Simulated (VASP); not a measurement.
A run of VASP 6.6.1 is set up as follows.

INCAR

```
PREC = Accurate ; ENCUT = 520
EDIFF = 1E-6 ; ISMEAR = 0
SIGMA = 0.2 ; LREAL = F
LASPH = T ; NELM = 100
ALGO = Normal ; ISIF = 2
LWAVE = F ; LCHARG = T
GGA = PE ; LELF = T
LVHAR = T ; NBANDS = 22
```

File KPOINTS:

```
Automatic mesh
0
Gamma
  4 4 4
```

The input POSCAR:

```
Li
1.0
    0.0000632567      0.0064162233      6.3506506783
    3.2263986535     -3.9467066812      0.0049251563
    3.2207150985      3.9515273135     -0.0030865315
Li
8
Direct
   -0.1253421115     -0.0004651859     -0.0002713504
    0.3746275645      0.0004712007      0.0001638481
    0.1247416054      0.9996889661      0.4994229632
    0.6246154723      1.0002227220      0.5004303368
    0.1252984796      0.4994584334      0.9996205984
    0.6253448816      0.5006056491      1.0004815520
   -0.1246213217      0.4998123512      0.4996310794
    0.3753354299      0.5002058634      0.5005209729
```

Potentials or basis: VASP PAW PBE potentials, release 64 (Li_sv).

The run is started by

```console
$ cat potpaw_PBE.64/Li_sv/POTCAR > POTCAR
$ mpirun -np 1 vasp_std > vasp.out
```

Task: Predict the band gap on the k mesh.

Result: Zero (bands 12 and 13 overlap by 1.32 eV).

Task: What does it give for the largest force?

Result: 0.004 eV/Å.

Forces on the atoms (eV/Å):
```
Li   0.002 -0.002  0.001
Li  -0.002  0.001  0.001
Li   0.002  0.001  0.000
Li  -0.001 -0.002  0.002
Li   0.003 -0.001 -0.001
Li  -0.003  0.001 -0.002
Li   0.001  0.002 -0.002
Li  -0.002 -0.001 -0.001
```
